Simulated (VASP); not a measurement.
# Pt (P6_3/mmc) in VASP: a series of runs

Pt is run at these levels: r2SCAN; tasks: relaxation of cell and atoms.

Program: VASP 6.6.1. These are calculated values, not measurements. Logs are shortened: lines on timing, memory, paths and dates and some standing lists are left out, and cuts for length are marked.

**1. The cell of the first run**

It takes space group P6_3/mmc (No. 194, hexagonal). Conventional cell: a = 2.761 Å, b = 2.761 Å, c = 4.792 Å, α = 90.00°, β = 90.00°, γ = 120.00°. Within 3.6 Å of Pt (site symmetry -6m2) lie 12 Pt at 2.76 to 2.88 Å.

This isn't the form of Pt at room conditions, which is fcc.

**2. Relaxation of cell and atoms, r2SCAN, target pressure 4 GPa, at which the enthalpy is minimised**

POSCAR reads:

```
Pt
1.0
    2.7606660000      0.0000000000      0.0000000000
   -1.3803330000      2.3908070000      0.0000000000
    0.0000000000      0.0000000000      4.7921340000
Pt
2
Direct
    0.6666666667      0.3333333333      0.7500000000
    0.3333333333      0.6666666667      0.2500000000
```

INCAR.step1 reads:

```
SYSTEM = Pt
PREC = Accurate
ENCUT = 600
ISMEAR = 1
SIGMA = 0.1
LREAL = .False.
LASPH = .True.
NELM = 60
GGA = PE
ALGO = Normal
EDIFF = 1E-4
LWAVE = .True.
LCHARG = .False.
```

INCAR.step2 reads:

```
SYSTEM = Pt
PREC = Accurate
ENCUT = 600
EDIFF = 1E-6
ISMEAR = 1
SIGMA = 0.1
LREAL = .False.
LASPH = .True.
NELM = 60
ALGO = Normal
ISIF = 3
LWAVE = .False.
LCHARG = .False.
METAGGA = R2SCAN
LMIXTAU = .True.
IBRION = 2
NSW = 80
EDIFFG = -0.01
PSTRESS = 40.0
ISTART = 1
```

KPOINTS reads:

```
regular mesh
0
Gamma
  14 14 7
  0 0 0
```

Potentials or basis: VASP PAW PBE potentials, release 64 (Pt).

Run with:

```
$ cat potpaw_PBE.64/Pt/POTCAR > POTCAR
$ cp INCAR.step1 INCAR
$ mpirun -np 1 vasp_std > vasp.out
$ cp INCAR.step2 INCAR
$ mpirun -np 1 vasp_std > vasp.out
```

OUTCAR:

```text
SYSTEM = Pt
   PREC = Accurate
   ENCUT = 600
   EDIFF = 1E-6
   ISMEAR = 1
   LREAL = .False.
   LASPH = .True.
   NELM = 60
   ISIF = 3
   METAGGA = R2SCAN
   IBRION = 2
   NSW = 80
   EDIFFG = -0.01
   PSTRESS = 40.0
   ISTART = 1

 ion  position               nearest neighbor table
   1  0.667  0.333  0.750-   2 2.88   2 2.88   2 2.88   2 2.88   2 2.88   2 2.88
   2  0.333  0.667  0.250-   1 2.88   1 2.88   1 2.88   1 2.88   1 2.88   1 2.88

  LATTYP: Found a hexagonal cell.
 ALAT       =     2.7606660000
 C/A-ratio  =     1.7358615638

  Lattice vectors:

 A1 = (   2.7606660000,   0.0000000000,   0.0000000000)
 A2 = (  -1.3803330000,   2.3908070000,   0.0000000000)
 A3 = (   0.0000000000,   0.0000000000,   4.7921340000)

Analysis of symmetry for initial positions (statically):
=====================================================================
 Subroutine PRICEL returns:
 Original cell was already a primitive cell.

 Routine SETGRP: Setting up the symmetry group for a
 hexagonal supercell.

 Subroutine GETGRP returns: Found 24 space group operations
 (whereof 12 operations were pure point group operations)
 out of a pool of 24 trial point group operations.

The static configuration has the point symmetry D_3d.
 The point group associated with its full space group is D_6h.

Analysis of symmetry for dynamics (positions and initial velocities):
=====================================================================
 Subroutine PRICEL returns:
 Original cell was already a primitive cell.

 Routine SETGRP: Setting up the symmetry group for a
 hexagonal supercell.

 Subroutine GETGRP returns: Found 24 space group operations
 (whereof 12 operations were pure point group operations)
 out of a pool of 24 trial point group operations.

The dynamic configuration has the point symmetry D_3d.
 The point group associated with its full space group is D_6h.

 Subroutine INISYM returns: Found 24 space group operations
 (whereof 12 operations are pure point group operations),
 and found     1 'primitive' translations

----------------------------------------------------------------------------------------

                                     Primitive cell

  volume of cell :      31.6291

  direct lattice vectors                    reciprocal lattice vectors
     2.760666000  0.000000000  0.000000000     0.362231433  0.209134405  0.000000000
    -1.380333000  2.390807000  0.000000000     0.000000000  0.418268810  0.000000000
     0.000000000  0.000000000  4.792134000     0.000000000  0.000000000  0.208675300

  length of vectors
     2.760666000  2.760666098  4.792134000     0.418268825  0.418268810  0.208675300

  position of ions in fractional coordinates (direct lattice)
     0.666666667  0.333333333  0.750000000
     0.333333333  0.666666667  0.250000000

  ion indices of the primitive-cell ions
   primitive index   ion index
                 1           1
                 2           2

----------------------------------------------------------------------------------------

 KPOINTS: regular mesh

Automatic generation of k-mesh.
 Grid dimensions read from file:
 generate k-points for:   14   14    7

 Generating k-lattice:

  Cartesian coordinates                     Fractional coordinates (reciprocal lattice)
     0.025873674  0.014938172  0.000000000     0.071428571  0.000000000  0.000000000
     0.000000000  0.029876344  0.000000000     0.000000000  0.071428571  0.000000000
     0.000000000  0.000000000  0.029810757     0.000000000  0.000000000  0.142857143

  Length of vectors
     0.029876345  0.029876344  0.029810757

  Shift w.r.t. Gamma in fractional coordinates (k-lattice)
     0.000000000  0.000000000  0.000000000

 Subroutine IBZKPT returns following result:
 ===========================================

 Found     96 irreducible k-points:

 Following reciprocal coordinates:
            Coordinates               Weight
  0.000000  0.000000  0.000000      1.000000
  0.071429  0.000000  0.000000      6.000000
  0.142857  0.000000  0.000000      6.000000
[... 39 lines left out ...]
   LEPSILON=     F    determine dielectric tensor
   LRPA    =     F    only Hartree local field effects (RPA)
 conjugate gradient relaxation of ions
 non-spin polarized calculation
 Methfessel and Paxton  Order N= 1 SIGMA  =   0.10
  energy-cutoff  :      600.00
  volume of cell :       31.63
 maximum number of plane-waves:      1081
 NGX is ok and might be reduce to    24
   NGX = 11   NGY = 11   NGZ = 19

--------------------------------------- Ionic step        1  -------------------------------------------

 number of electron      20.0000003 magnetization

 Free energy of the ion-electron system (eV)
  ---------------------------------------------------
  ext. energy  EPLUGINS =         0.00000000
  ---------------------------------------------------
  free energy    TOTEN  =      -102.86687675 eV

  energy without entropy =     -102.86752594  energy(sigma->0) =     -102.86709314

------------------------ aborting loop because EDIFF is reached ----------------------------------------

  FORCE on cell =-STRESS in cart. coord.  units (eV):
  Direction    XX          YY          ZZ          XY          YZ          ZX
  --------------------------------------------------------------------------------------
  -------------------------------------------------------------------------------------
  Total       -1.2949822     -1.2949824     -1.0067935      0.0000000      0.0000000      0.0000000
  in kB      -65.5974648    -65.5974709    -50.9992347      0.0000000      0.0000000      0.0000000
  external PRESSURE =    -100.7313901 kB  Pullay stress =      40.0000000 kB
[... 97 lines left out ...]
  energy  without entropy=     -102.8779037934  energy(sigma->0) =     -102.87765729

  enthalpy is  TOTEN    =      -102.1162190645 eV   P V=        0.7613149810

[... ionic steps 4 to 10 ...]

--------------------------------------- Ionic step       11  -------------------------------------------

 number of electron      20.0000000 magnetization

------------------------ aborting loop because EDIFF is reached ----------------------------------------
[... 71 lines left out ...]
--------------------------------------- Ionic step       13  -------------------------------------------

 number of electron      20.0000000 magnetization

 Free energy of the ion-electron system (eV)
  ---------------------------------------------------
  ext. energy  EPLUGINS =         0.00000000
  ---------------------------------------------------
  free energy    TOTEN  =      -102.87620173 eV

  energy without entropy =     -102.87663943  energy(sigma->0) =     -102.87634763

 E-fermi :  10.7848     XC(G=0): -14.5626

 val. band max:       10.7654943824   @ k =   0.4286   0.0714   0.4286
 cond. band min:      10.7874715511   @ k =   0.2143   0.1429   0.2857
 fundamental gap:      0.0219771688
 Fermi energy:        10.7847851235

 k-point     1 :       0.0000    0.0000    0.0000
  band No.  band energies     occupation
      1       0.4515      2.00000
      2       3.1494      2.00000
      3       6.5129      2.00000
      4       7.0588      2.00000
      5       7.0588      2.00000
      6       7.4574      2.00000
      7       7.4574      2.00000
      8       8.7787      2.00000
      9       8.7787      2.00000
     10      10.1127      2.00000
     11      10.5186      2.00109
     12      10.5186      2.00109
     13      16.0084      0.00000
     14      26.8298      0.00000
[... 377 lines left out ...]
      1       4.9042      2.00000
      2       5.5165      2.00000
      3       5.5525      2.00000
      4       6.3238      2.00000
      5       6.7413      2.00000
      6       6.8686      2.00000
      7       7.9476      2.00000
      8       9.8578      2.00000
      9      10.0011      2.00000
     10      10.2479      2.00000
     11      15.5102      0.00000
     12      15.6215      0.00000
     13      17.5337      0.00000
     14      22.4314      0.00000

 [... further k-points ...]

------------------------ aborting loop because EDIFF is reached ----------------------------------------

  FORCE on cell =-STRESS in cart. coord.  units (eV):
  Direction    XX          YY          ZZ          XY          YZ          ZX
  --------------------------------------------------------------------------------------
  -------------------------------------------------------------------------------------
  Total        0.7667516      0.7667517      0.7589512     -0.0000000      0.0000000      0.0000000
  in kB       40.3660466     40.3660505     39.9553915     -0.0000000      0.0000000      0.0000000
  external PRESSURE =       0.2291629 kB  Pullay stress =      40.0000000 kB
[... 21 lines left out ...]
  energy  without entropy=     -102.8766394297  energy(sigma->0) =     -102.87634763

  enthalpy is  TOTEN    =      -102.1164031934 eV   P V=        0.7597985362

 reached required accuracy - stopping structural energy minimisation
```

Wall time 20 min (1 thread of Intel Xeon 8259CL, shared host); peak memory 0.21 GiB.

Results:

```
Free energy                                                : -102.8762 eV
Relaxed volume                                             : 15.22 Å³/atom
Relaxed cell                                               : a = 2.726 Å, b = 2.726 Å, c = 4.729 Å, α = 90.00°, β = 90.00°, γ = 120.00°
Space group after relaxing (to 0.1 Å)                      : P6_3/mmc (No. 194)
Energy change on relaxing (the run minimises the enthalpy) : -4.7 meV/atom
Ionic steps                                                : 13
Pressure after relaxing                                    : 4.0 GPa
Band gap on the k mesh                                     : zero (bands 10 and 11 overlap by 1.40 eV)
```

Step by step:
```
step  energy change (eV)  largest force (eV/Å)  pressure (GPa)  volume (Å³)
   1              0.0000                0.0000           -6.07        31.63
   2              0.4465                0.0000           46.69        27.29
   3             -0.0107                0.0000            3.55        30.49
   4             -0.0098                0.0000            3.87        30.46
   5             -0.0092                0.0000            4.09        30.43
   6             -0.0090                0.0000            4.12        30.42
   7             -0.0091                0.0000            4.12        30.42
   8             -0.0091                0.0000            4.12        30.42
   9             -0.0092                0.0000            4.11        30.43
  10             -0.0091                0.0000            4.11        30.42
  11             -0.0091                0.0000            4.11        30.42
  12             -0.0100                0.0000            3.74        30.46
  13             -0.0093                0.0000            4.02        30.43
```

Final structure:
```
Pt
1.0
     2.72585    0.00000    0.00000
    -1.36293    2.36066    0.00000
     0.00000    0.00000    4.72948
Pt
2
Direct
  0.66667 0.33333 0.75000
  0.33333 0.66667 0.25000
```

Levels at points of the mesh, in eV from the Fermi level:
```csv
k point,band 8,band 9,band 10,band 11,band 12,band 13
"(0.00, 0.00, 0.00)",-2.01,-2.01,-0.67,-0.27,-0.27,5.22
"(0.50, 0.00, 0.00)",-0.02,0.36,0.58,2.54,4.13,7.92
```

Caveat: the cell is relaxed towards a set pressure, so the run minimises the enthalpy, not the energy; the PAW data sets were made with another functional, which shifts forces and pressure a little; spin-orbit coupling is left out, which moves the levels of the heavy elements.

**3. Relaxation of cell and atoms, r2SCAN, target pressure 6 GPa, at which the enthalpy is minimised**

POSCAR is that of step 2.

INCAR.step1 reads:

```
SYSTEM = Pt
ALGO     = Normal         ! electronic algorithm
EDIFF    = 1E-4           ! SCF threshold, eV
ENCUT    = 600            ! plane-wave cutoff, eV
GGA      = PE             ! functional
ISMEAR   = 1              ! smearing method
LASPH    = .True.         ! aspherical terms in the spheres
LCHARG   = .False.        ! write CHGCAR
LREAL    = .False.        ! projectors in reciprocal space
LWAVE    = .True.         ! write WAVECAR
NELM     = 60             ! most SCF steps
PREC     = Accurate       ! precision mode
SIGMA    = 0.1            ! smearing width, eV
```

INCAR.step2 reads:

```
SYSTEM = Pt
ALGO     = Normal         ! electronic algorithm
EDIFF    = 1E-6           ! SCF threshold, eV
EDIFFG   = -0.01          ! ionic threshold
ENCUT    = 600            ! plane-wave cutoff, eV
IBRION   = 2              ! ionic algorithm
ISIF     = 3              ! what is computed and relaxed
ISMEAR   = 1              ! smearing method
ISTART   = 1            
LASPH    = .True.         ! aspherical terms in the spheres
LCHARG   = .False.        ! write CHGCAR
LMIXTAU  = .True.       
LREAL    = .False.        ! projectors in reciprocal space
LWAVE    = .False.        ! write WAVECAR
METAGGA  = R2SCAN         ! meta-GGA
NELM     = 60             ! most SCF steps
NSW      = 80             ! ionic steps
PREC     = Accurate       ! precision mode
PSTRESS  = 60.0         
SIGMA    = 0.1            ! smearing width, eV
```

KPOINTS reads:

```
k-points
0
Gamma
  14 14 7
  0 0 0
```

Potentials or basis: VASP PAW PBE potentials, release 64 (Pt).

Run with:

```
$ cat potpaw_PBE.64/Pt/POTCAR > POTCAR
$ cp INCAR.step1 INCAR
$ mpirun -np 1 vasp_std > vasp.out
$ cp INCAR.step2 INCAR
$ mpirun -np 1 vasp_std > vasp.out
```

Wall time 13 min (1 thread of Intel Xeon 8259CL, shared host); peak memory 0.21 GiB.

It converged, with:

| Quantity | Value |
| --- | --- |
| Free energy | -102.8697 eV |
| Relaxed volume | 15.11 Å³/atom |
| Relaxed cell | a = 2.721 Å, b = 2.721 Å, c = 4.715 Å, α = 90.00°, β = 90.00°, γ = 120.00° |
| Space group after relaxing (to 0.1 Å) | P6_3/mmc (No. 194) |
| Energy change on relaxing (the run minimises the enthalpy) | -1.4 meV/atom |
| Ionic steps | 11 |
| Pressure after relaxing | 6.0 GPa |
| Band gap on the k mesh | zero (bands 10 and 11 overlap by 1.41 eV) |

The path:
| step | energy change (eV) | largest force (eV/Å) | pressure (GPa) | volume (Å³) |
| --- | --- | --- | --- | --- |
| 1 | 0.0000 | 0.0000 | -6.07 | 31.63 |
| 2 | 0.7227 | 0.0000 | 62.87 | 26.48 |
| 3 | -0.0057 | 0.0000 | 5.30 | 30.31 |
| 4 | -0.0038 | 0.0000 | 5.80 | 30.26 |
| 5 | -0.0028 | 0.0000 | 6.07 | 30.23 |
| 6 | -0.0024 | 0.0000 | 6.11 | 30.21 |
| 7 | -0.0025 | 0.0000 | 6.10 | 30.22 |
| 8 | -0.0025 | 0.0000 | 6.10 | 30.22 |
| 9 | -0.0025 | 0.0000 | 6.10 | 30.22 |
| 10 | -0.0038 | 0.0000 | 5.76 | 30.25 |
| 11 | -0.0028 | 0.0000 | 6.02 | 30.22 |

Final structure:
```yaml
crystal:
  lattice:
    - [2.72062, 0.00000, 0.00000]
    - [-1.36031, 2.35613, 0.00000]
    - [0.00000, 0.00000, 4.71515]
  atoms:
    - { symbol: Pt, position: [0.66667, 0.33333, 0.75000] }
    - { symbol: Pt, position: [0.33333, 0.66667, 0.25000] }
```

Levels at points of the mesh, in eV from the Fermi level:
```
           k point  band 6  band 7  band 8  band 9  band 10  band 11  band 12  band 13  band 14
(0.00, 0.00, 0.00)   -3.36   -3.36   -2.04   -2.04    -0.70    -0.27    -0.27     5.29    16.02
(0.50, 0.00, 0.00)   -3.19   -2.77   -0.02    0.36     0.59     2.55     4.15     7.96     9.55
```

Caveat: the cell is relaxed towards a set pressure, so the run minimises the enthalpy, not the energy; the PAW data sets were made with another functional, which shifts forces and pressure a little; spin-orbit coupling is left out, which moves the levels of the heavy elements.

**4. Relaxation of cell and atoms, r2SCAN, target pressure 8 GPa, at which the enthalpy is minimised**

POSCAR is that of step 3.

INCAR.step1 reads:

```
SYSTEM = Pt
PREC = Accurate ; ENCUT = 600
ISMEAR = 1 ; SIGMA = 0.1
LREAL = .FALSE. ; LASPH = .TRUE.
NELM = 100 ; GGA = PE
ALGO = Normal ; EDIFF = 1E-4
LWAVE = .TRUE. ; LCHARG = .FALSE.
```

INCAR.step2 reads:

```
SYSTEM = Pt
PREC = Accurate ; ENCUT = 600
EDIFF = 1E-6 ; ISMEAR = 1
SIGMA = 0.1 ; LREAL = .FALSE.
LASPH = .TRUE. ; NELM = 100
ALGO = Normal ; ISIF = 3
LWAVE = .FALSE. ; LCHARG = .FALSE.
METAGGA = R2SCAN ; LMIXTAU = .TRUE.
IBRION = 2 ; NSW = 80
EDIFFG = -0.01 ; PSTRESS = 80.0
ISTART = 1
```

KPOINTS reads:

```
Automatic mesh
0
G
  14 14 7
  0 0 0
```

Run with:

```
$ cat potpaw_PBE.64/Pt/POTCAR > POTCAR
$ cp INCAR.step1 INCAR
$ mpirun -np 1 vasp_std > vasp.out
$ cp INCAR.step2 INCAR
$ mpirun -np 1 vasp_std > vasp.out
```

It took 9.6 min on 1 thread of Intel Xeon 8259CL, shared host; peak memory 0.21 GiB.

Results (log left out):

```yaml
Free_energy: -102.8608 eV
Relaxed_volume: 15.01 Å³/atom
Relaxed_cell: a = 2.715 Å, b = 2.715 Å, c = 4.701 Å, α = 90.00°, β = 90.00°, γ = 120.00°
Space_group_after_relaxing_to_0.1_Å: P6_3/mmc (No. 194)
Energy_change_on_relaxing_the_run_minimises_the_enthalpy: +3.0 meV/atom
Ionic_steps: 7
Pressure_after_relaxing: 8.1 GPa
Band_gap_on_the_k_mesh: zero (bands 10 and 11 overlap by 1.43 eV)
```

The path:
```csv
step,energy change (eV),largest force (eV/Å),pressure (GPa),volume (Å³)
1,0.0000,0.0000,-6.07,31.63
2,1.0798,0.0000,81.60,25.69
3,0.0008,0.0000,7.01,30.14
4,0.0041,0.0000,7.71,30.07
5,0.0056,0.0000,8.02,30.04
6,0.0063,0.0000,8.08,30.02
7,0.0061,0.0000,8.05,30.02
```

Final structure:
```
CELL_PARAMETERS angstrom
2.71547 0.00000 0.00000
-1.35773 2.35166 0.00000
0.00000 0.00000 4.70116
ATOMIC_POSITIONS crystal
Pt 0.66667 0.33333 0.75000
Pt 0.33333 0.66667 0.25000
```

Levels at points of the mesh, in eV from the Fermi level:
```csv
k point,band 8,band 9,band 10,band 11,band 12,band 13
"(0.00, 0.00, 0.00)",-2.07,-2.07,-0.72,-0.27,-0.27,5.35
"(0.50, 0.00, 0.00)",-0.01,0.36,0.59,2.57,4.18,8.00
```

Caveat: the cell is relaxed towards a set pressure, so the run minimises the enthalpy, not the energy; the PAW data sets were made with another functional, which shifts forces and pressure a little; spin-orbit coupling is left out, which moves the levels of the heavy elements.

**5. Overview**

```tsv
cell	gap on the mesh (eV)	pressure (GPa)
relaxed to 4 GPa	none	4.0
relaxed to 6 GPa	none	6.0
relaxed to 8 GPa	none	8.1
```

Alike in all rows: task relaxation of cell and atoms; level r2SCAN; potentials or basis VASP PAW PBE potentials, release 64 (Pt); no spin polarisation; k mesh 14 × 14 × 7; cutoff (eV) 600; smearing methfessel-paxton 0.1 eV.

Caveats: the cell is relaxed towards a set pressure, so the run minimises the enthalpy, not the energy; the PAW data sets were made with another functional, which shifts forces and pressure a little; spin-orbit coupling is left out, which moves the levels of the heavy elements.

Total energies depend on the potentials used, so only differences within one code and one set of settings carry meaning.
